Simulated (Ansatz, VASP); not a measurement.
# Two plane-wave programs on Ni

```xyz
1
Lattice="-1.4489 1.4489 1.2506 1.4489 -1.4489 1.2506 1.4489 1.4489 -1.2506" Properties=species:S:1:pos:R:3 pbc="T T T"
Ni    0.0000    0.0000    0.0000
```

Alike in both runs: functional PBEsol; k mesh 10 × 10 × 10; occupations gaussian, width 0.1 eV; collinear spin.

Ansatz relaxed the structure, and its values are those at the end. VASP's run is a single point on that final structure, the one shown.

|  | VASP | Ansatz |
| --- | --- | --- |
| version | VASP 6.6.1 | Ansatz 0.2.0 |
| potentials or method | VASP PAW PBE potentials, release 64 (Ni_sv_GW), cutoff 590 eV | scalar-relativistic, plane waves, PAW |
| valence electrons in the cell | 18 | 18 |

Ansatz gave:

```
gap on the k mesh at the Fermi level (eV)                     : none
pressure (GPa)                                                : 0.1
net moment per atom (μB)                                      : 0.65
size of the moment on the site where the two differ most (μB) : 0.68
```

**Question.** What did VASP give for the same quantities?

**Answer.** gap on the k mesh at the Fermi level (eV): none; pressure (GPa): -4.2; net moment per atom (μB): 0.65; size of the moment on the site where the two differ most (μB): 0.68.

VASP's potentials were made for PBE, not for PBEsol. Site moments also hang on the region over which each program counts them. A gap of «none» marks a metal or a gap that the smearing closes. One of these differences is far larger than is usual between the two programs; its cause wasn't traced.
